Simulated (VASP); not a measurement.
Wanted: the native input for a VASP 6.6.1 run.

* Task: relaxation of cell and atoms
* Functional: PBE
* Potentials or basis: VASP PAW PBE potentials, release 64 (Hf_pv, B)
* Cutoff: 600 eV
* k mesh: 6 × 6 × 6
* Occupations: gaussian, width 0.1 eV
* Spin: no spin polarisation
* Dipole correction: no
* Further INCAR settings: ALGO = Normal; EDIFF = 1e-06; IBRION = 2; EDIFFG = -0.04; NSW = 90; ISIF = 3

The structure of HfB5 lies in POSCAR:

```
HfB5
1.0
    4.4742073900      0.0000000000      0.0000000000
   -2.2371037000      3.8747772600      0.0000000000
    0.0000000000      0.0000000000      3.6459228300
Hf B
1 5
Direct
    0.0000000000      0.0000000000      0.0000000000
    0.3333333300      0.6666666700      0.0000000000
    0.6666666700      0.3333333300      0.0000000000
    0.5000000000      0.0000000000      0.5000000000
    0.5000000000      0.5000000000      0.5000000000
    0.0000000000      0.5000000000      0.5000000000
```

These files were run (other wordings do the same):

INCAR

```
PREC = Accurate ; ENCUT = 600
EDIFF = 1E-6 ; ISMEAR = 0
SIGMA = 0.1 ; LREAL = False
LASPH = True ; NELM = 80
ALGO = Normal ; ISIF = 3
LWAVE = False ; LCHARG = False
GGA = PE ; IBRION = 2
NSW = 90 ; EDIFFG = -0.04
```

KPOINTS

```
Automatic mesh
0
Gamma
  6 6 6
```

Potentials or basis: VASP PAW PBE potentials, release 64 (Hf_pv, B).

The run is started by

```bash
$ cat potpaw_PBE.64/Hf_pv/POTCAR potpaw_PBE.64/B/POTCAR > POTCAR
$ mpirun -np 1 vasp_std > vasp.out
```

Results of the run:

```yaml
Relaxed_volume: 7.94 Å³/atom
Relaxed_cell: a = 4.324 Å, b = 4.324 Å, c = 2.942 Å, α = 90.00°, β = 90.00°, γ = 120.00°
Space_group_after_relaxing_to_0.05_Å: P6/mmm (No. 191)
Energy_gained_by_relaxing: 569.4 meV/atom
Ionic_steps: 7
Pressure_after_relaxing: 0.1 GPa
```

Caveat: the volume moved by over 15 % at a fixed basis, so the end points are rough.

It took 3 min on 1 thread of Intel Xeon 6975P-C, with other jobs on the host, peak memory 0.22 GiB.
